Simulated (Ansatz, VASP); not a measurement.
## One calculation of AlN, two programs

INCAR

```
PREC = Accurate
ENCUT = 520
EDIFF = 1E-6
ISMEAR = 0
SIGMA = 0.05
LREAL = False
LASPH = True
NELM = 60
ALGO = Normal
ISIF = 2
LWAVE = False
LCHARG = False
NBANDS = 11
```

Contents of KPOINTS:

```
regular mesh
0
Gamma
  10 10 10
```

Contents of POSCAR:

```
AlN
1.0
    0.4959232049      2.3102763936      2.3102763936
    2.3102763936      0.4959232049      2.3102763936
    2.3102763936      2.3102763936      0.4959232049
Al N
1 1
Direct
    0.5000000000      0.5000000000      0.5000000000
    0.0000000000      0.0000000000      0.0000000000
```

Input for Ansatz:

```yaml
crystal:
  lattice:
    - [0.4959232049, 2.3102763936, 2.3102763936]
    - [2.3102763936, 0.4959232049, 2.3102763936]
    - [2.3102763936, 2.3102763936, 0.4959232049]
  atoms:
    - { symbol: Al, position: [0.5, 0.5, 0.5] }
    - { symbol: "N", position: [0.0, 0.0, 0.0] }
basis:
  ecutwfc: 420
kpoints:
  mp_grid: { grid: [10, 10, 10] }
hamiltonian:
  xc: lda
scf:
  occupations: { method: gaussian, width: 0.05 }
output:
  forces: true
  stress: true
  eigenvalues: true
```

Alike in both runs: task single point; functional LDA; k mesh 10 × 10 × 10; occupations gaussian, width 0.05 eV; no spin polarisation.

```csv
,VASP,Ansatz
version,VASP 6.6.1,Ansatz 0.2.0
potentials or method,"VASP PAW LDA potentials, release 64 (Al, N), cutoff 520 eV","scalar-relativistic, plane waves, PAW"
valence electrons in the cell,8,8
```

|  | VASP | Ansatz | Ansatz less VASP |
| --- | --- | --- | --- |
| gap on the k mesh at the Fermi level (eV) | none | none | - |
| pressure (GPa) | 6.9 | 6.4 | -0.49 |
| traceless stress, the component that is largest in VASP (GPa) | -73.29 | -73.46 | -0.173 |

LDA's correlation is that of Perdew and Zunger in VASP and of Perdew and Wang (1992) in Ansatz. A gap of «none» marks a metal or a gap that the smearing closes.
